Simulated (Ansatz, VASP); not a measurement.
# One calculation of Rb3Al, two programs

```
Rb Al
1.0
     6.10328    0.00000    0.00000
     0.00000    6.10328    0.00000
     0.00000    0.00000    6.10328
Rb Al
3 1
Cartesian
  0.0000 3.0516 3.0516
  3.0516 0.0000 3.0516
  3.0516 3.0516 0.0000
  0.0000 0.0000 0.0000
```

Alike in both runs: functional PBE; k mesh 8 × 8 × 8; occupations gaussian, width 0.1 eV; no spin polarisation.

Ansatz relaxed the structure, and its values are those at the end. VASP's run is a single point on that final structure, the one shown.

|  | VASP | Ansatz |
| --- | --- | --- |
| version | VASP 6.6.1 | Ansatz 0.2.0 |
| potentials or method | VASP PAW PBE potentials, release 64 (Rb_sv, Al), cutoff 520 eV | scalar-relativistic, plane waves, PAW |
| valence electrons in the cell | 30 | 30 |

```csv
,VASP,Ansatz,Ansatz less VASP
gap on the k mesh at the Fermi level (eV),none,none,-
pressure (GPa),0.0,0.0,0.00
```

A gap of «none» marks a metal or a gap that the smearing closes. With one functional, cell and mesh, what is left measures potentials, basis and numerics.
